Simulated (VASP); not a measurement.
A run of VASP 6.6.1 is set up as follows.

Contents of INCAR:

```
SYSTEM = Y4Zn15Cu
PREC = Accurate
ENCUT = 520
EDIFF = 1E-6
ISMEAR = -1
SIGMA = 0.1181
LREAL = Auto
LASPH = .True.
NELM = 100
ALGO = Normal
ISIF = 2
LWAVE = .False.
LCHARG = .False.
GGA = PE
ISYM = 0
NBANDS = 134
```

File KPOINTS:

```
Automatic mesh
0
Gamma
  1 1 1
  0.25 0.25 0.25
```

File POSCAR:

```
Y4Zn15Cu
1.0
    7.0818900000      0.0552270000     -0.0432260000
    0.0552270000      7.5375120000      0.0381650000
   -0.0432260000      0.0381650000      7.0938070000
Zn Y Cu
15 4 1
Direct
    0.6655559242      0.5326068798      0.1307112498
    0.9897217013      0.6656107170      0.9067436818
    0.8038698799      0.5085650845      0.4685510464
    0.1921239248      0.6542888827      0.5996139751
    0.7728279981      0.3130831340      0.8212537281
    0.1998793013      0.4015137400      0.8684038360
    0.1541947135      0.6134275222      0.2101920392
    0.9575171779      0.2997448842      0.1110058216
    0.5691535263      0.9605277441      0.3526519243
    0.6327657900      0.6617857867      0.7649138015
    0.8792014621      0.8307200543      0.4219039130
    0.3681383303      0.7523134160      0.0062733742
    0.6913897449      0.9831349525      0.7958107216
    0.4586247589      0.6669581757      0.3947668798
    0.8606960998      0.1635370643      0.5068191251
    0.1905788088      0.0147728136      0.2618798559
    0.4821850958      0.2292957016      0.0062953309
    0.1361295567      0.0016576737      0.7966523576
    0.4279674268      0.3089382334      0.5022665111
    0.7861300486      0.8698624975      0.0942586900
```

Potentials or basis: VASP PAW PBE potentials, release 64 (Zn, Y_sv, Cu).

The run is started by

```bash
$ cat potpaw_PBE.64/Zn/POTCAR potpaw_PBE.64/Y_sv/POTCAR potpaw_PBE.64/Cu/POTCAR > POTCAR
$ mpirun -np 1 vasp_std > vasp.out
```

(1) Predict the pressure.

(2) Estimate the largest force.

Results:

(1) 3.6 GPa.

(2) 2.950 eV/Å.

Caveat: the k points lie up to 0.89 Å⁻¹ apart.
